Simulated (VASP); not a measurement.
Set up this calculation in VASP 6.6.1, as the native input.

- Task: single point
- Functional: PBE
- Potentials or basis: VASP PAW PBE potentials, release 64 (W_sv, C_h)
- Cutoff: 910 eV
- k mesh: 18 × 18 × 14
- Occupations: gaussian, width 0.1 eV
- Spin: no spin polarisation
- Dipole correction: no
- Second run: hard_potentials
- Further INCAR settings: ALGO = Normal; EDIFF = 1e-06; NBANDS = 16

The structure of WC lies in POSCAR:

```
WC
1.0
    2.9217716515      0.0000000000      0.0000000000
   -1.4608858258      2.5303284743      0.0000000000
    0.0000000000      0.0000000000      2.8470758828
W C
1 1
Direct
    0.0000000000      0.0000000000      0.0000000000
    0.6666666667      0.3333333333      0.5000000000
```

These files were run (other wordings do the same):

INCAR

```
ALGO = Normal ; EDIFF = 1E-6
ENCUT = 910 ; GGA = PE
GGA_COMPAT = F ; ISIF = 2
ISMEAR = 0 ; LASPH = T
LCHARG = T ; LELF = T
LREAL = F ; LVHAR = T
LWAVE = F ; NBANDS = 16
NELM = 120 ; PREC = Accurate
SIGMA = 0.1
```

KPOINTS

```
k-points
0
Gamma
  18 18 14
```

Potentials or basis: VASP PAW PBE potentials, release 64 (W_sv, C_h).

Launch:

```bash
$ cat potpaw_PBE.64/W_sv/POTCAR potpaw_PBE.64/C_h/POTCAR > POTCAR
$ mpirun -np 1 vasp_std > vasp.out
```

Results of the run:

The pressure is 0.9 GPa and the band gap on the k mesh is zero (band 9 reaches 11.83 eV, above the bottom of band 10 at 10.64 eV).

Caveat: the cutoff is under 1.25 times the usual one of these potentials, so pressure, stress and relaxed cells hold a basis-set (Pulay) error; spin-orbit coupling is left out, which moves the levels of the heavy elements.

It took 73 s on 1 thread of Intel(R) Xeon(R) 6975P-C (Granite Rapids), with other jobs on the host, peak memory 0.35 GiB.
